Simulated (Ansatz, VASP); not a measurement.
**AlN: VASP beside Ansatz**

INCAR

```
PREC = Accurate
ENCUT = 520
EDIFF = 1E-8
ISMEAR = -1
SIGMA = 0.02
LREAL = False
LASPH = True
NELM = 60
ALGO = Normal
ISIF = 2
LWAVE = False
LCHARG = False
GGA = CA
LEFG = True
NBANDS = 11
```

File KPOINTS:

```
regular mesh
0
Gamma
  10 10 10
```

The input POSCAR:

```
AlN
1.0
    0.0197800000      1.9878900000      1.9878900000
    1.9878900000      0.0197800000      1.9878900000
    1.9878900000      1.9878900000      0.0197800000
Al N
1 1
Direct
    0.0000000000      0.0000000000      0.0000000000
    0.5000000000      0.5000000000      0.5000000000
```

Input for Ansatz:

```yaml
crystal:
  lattice:
    - [0.01978, 1.98789, 1.98789]
    - [1.98789, 0.01978, 1.98789]
    - [1.98789, 1.98789, 0.01978]
  atoms:
    - { symbol: Al, position: [0.0, 0.0, 0.0] }
    - { symbol: "N", position: [0.5, 0.5, 0.5] }
kpoints:
  mp_grid: { grid: [10, 10, 10] }
scf:
  occupations: { method: fermi_dirac, width: 0.02 }
hamiltonian:
  xc: lda
  pseudopotentials: { kind: all_electron, datasets: crystal }
output:
  forces: true
  stress: true
  eigenvalues: true
  efg: { contact_densities: true }
```

Change from the starting cell: equal xy, yz and zx shear strains of +1 %, crystal datasets.

Alike in both runs: task electric field gradients; functional LDA; k mesh 10 × 10 × 10; occupations fermi-dirac, width 0.02 eV; no spin polarisation.

|  | VASP | Ansatz |
| --- | --- | --- |
| version | VASP 6.6.1 | Ansatz 0.2.0 |
| potentials or method | VASP PAW LDA potentials, release 64 (Al, N), cutoff 520 eV | all-electron PAW with datasets made for the crystal, scalar-relativistic |

|  | VASP | Ansatz | Ansatz less VASP |
| --- | --- | --- | --- |
| gap on the k mesh at the Fermi level (eV) | 4.84 | 4.85 | +0.008 |
| pressure (GPa) | 13.3 | 12.5 | -0.78 |
| traceless stress, the component that is largest in VASP (GPa) | -3.50 | -3.50 | 0.000 |
| size of Vzz on the site where it differs most (V/Å²) | 0.3 | 0.7 | +0.43 |

LDA's correlation is that of Perdew and Zunger in VASP and of Perdew and Wang (1992) in Ansatz. Ansatz ran all-electron here, and VASP with PAW potentials.
